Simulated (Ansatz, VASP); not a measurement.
## Two plane-wave programs on CdSiP2

File INCAR:

```
ALGO = Normal
EDIFF = 1E-6
ENCUT = 500
GGA = CA
GGA_COMPAT = False
ISIF = 2
ISMEAR = 0
LASPH = True
LCHARG = False
LREAL = False
LWAVE = False
NBANDS = 36
NELM = 120
PREC = Accurate
SIGMA = 0.01
```

KPOINTS

```
k-points
0
Gamma
  6 6 6
```

Contents of POSCAR:

```
CdSiP2
1.0
   -2.8468551603      2.8468551603      5.2420618463
    2.8468551603     -2.8468551603      5.2420618463
    2.8468551603      2.8468551603     -5.2420618463
Cd Si P
2 2 4
Direct
    0.7500000000      0.2500000000      0.5000000000
    0.0000000000      0.0000000000      0.0000000000
    0.5000000000      0.5000000000      0.0000000000
    0.2500000000      0.7500000000      0.5000000000
    0.8750000000      0.8288409898      0.4538409898
    0.1711590102      0.6250000000      0.0461590102
    0.3750000000      0.4211590102      0.5461590102
    0.5788409898      0.1250000000      0.9538409898
```

Input for Ansatz:

```yaml
crystal:
  lattice:
    - [-2.8468551603, 2.8468551603, 5.2420618463]
    - [2.8468551603, -2.8468551603, 5.2420618463]
    - [2.8468551603, 2.8468551603, -5.2420618463]
  atoms:
    - { symbol: Cd, position: [0.75, 0.25, 0.5] }
    - { symbol: Cd, position: [0.0, 0.0, 0.0] }
    - { symbol: Si, position: [0.5, 0.5, 0.0] }
    - { symbol: Si, position: [0.25, 0.75, 0.5] }
    - { symbol: P, position: [0.875, 0.8288409898, 0.4538409898] }
    - { symbol: P, position: [0.1711590102, 0.625, 0.0461590102] }
    - { symbol: P, position: [0.375, 0.4211590102, 0.5461590102] }
    - { symbol: P, position: [0.5788409898, 0.125, 0.9538409898] }
kpoints:
  mp_grid: { grid: [6, 6, 6] }
  band_path:
    path:
      - [0.0, 0.0, 0.0]
      - [0.0, 0.0, 0.5]
      - [0.25, 0.25, 0.25]
      - [0.0, 0.5, 0.0]
      - [0.5, 0.5, -0.5]
      - [0.3237337754, 0.6762662246, -0.3237337754]
      - [-0.3237337754, 0.3237337754, 0.3237337754]
      - [-0.1474675508, 0.1474675508, 0.5]
      - [0.5, 0.5, -0.1474675508]
    npoints: 1
hamiltonian:
  xc: lda
scf:
  occupations: { method: fixed }
  n_extra_bands: 6
output:
  forces: true
  stress: true
  eigenvalues: true
  write_density: true
  write_potential: true
  elf: true
  volumetric_format: npy
```

Alike in both runs: task single point; functional LDA; k mesh 6 × 6 × 6; no spin polarisation.

|  | VASP | Ansatz |
| --- | --- | --- |
| version | VASP 6.6.1 | Ansatz 0.2.0 |
| potentials or method | VASP PAW LDA potentials, release 64 (Cd, Si, P) | plane waves, PAW |
| plane-wave cutoff (eV) | 500 | 420 |
| occupations | gaussian, width 0.01 eV | fixed |
| valence electrons in the cell | 52 | 68 |

VASP gave:

| Quantity | Value |
| --- | --- |
| gap on the k mesh at the Fermi level (eV) | 1.24 |
| pressure (GPa) | -2.9 |
| traceless stress, the component that is largest in VASP (GPa) | 0.48 |
| rms of the force components (eV/Å) | 0.083 |

**Question.** Which values does Ansatz return?

**Answer.** gap on the k mesh at the Fermi level (eV): 1.24; pressure (GPa): -3.1; traceless stress, the component that is largest in VASP (GPa): 0.51; rms of the force components (eV/Å): 0.103.

LDA's correlation is that of Perdew and Zunger in VASP and of Perdew and Wang (1992) in Ansatz. Atom by atom the forces differ by 0.020 eV/Å (rms over components). VASP's potentials hold 52 valence electrons a cell and Ansatz's 68, so a difference there can come from the potentials and not from the codes.
